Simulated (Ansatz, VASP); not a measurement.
One calculation of PbO, two programs

```
CELL_PARAMETERS angstrom
4.19686 0.00000 0.00000
-2.09843 3.63459 0.00000
0.00000 0.00000 5.62229
ATOMIC_POSITIONS crystal
Pb 0.33333 0.66667 0.98047
Pb 0.66667 0.33333 0.48047
O 0.33333 0.66667 0.39453
O 0.66667 0.33333 0.89453
```

Alike in both runs: task single point; functional r2SCAN; k mesh 12 × 12 × 4; no spin polarisation.

```csv
,VASP,Ansatz
version,VASP 6.6.1,Ansatz 0.2.0
potentials or method,"VASP PAW PBE potentials, release 64 (Pb_d, O)","plane waves, PAW"
plane-wave cutoff (eV),520,500
occupations,"gaussian, width 0.01 eV",fixed
valence electrons in the cell,40,40
```

|  | VASP | Ansatz | Ansatz less VASP |
| --- | --- | --- | --- |
| gap on the k mesh at the Fermi level (eV) | 2.04 | 2.04 | -0.001 |
| pressure (GPa) | 0.3 | 0.0 | -0.26 |
| traceless stress, the component that is largest in VASP (GPa) | 0.10 | 0.00 | -0.092 |
| rms of the force components (eV/Å) | 0.022 | 0.000 | -0.0214 |

VASP's potentials were made for PBE, not for r2SCAN. Atom by atom the forces differ by 0.021 eV/Å (rms over components).

Spin-orbit coupling is off throughout.
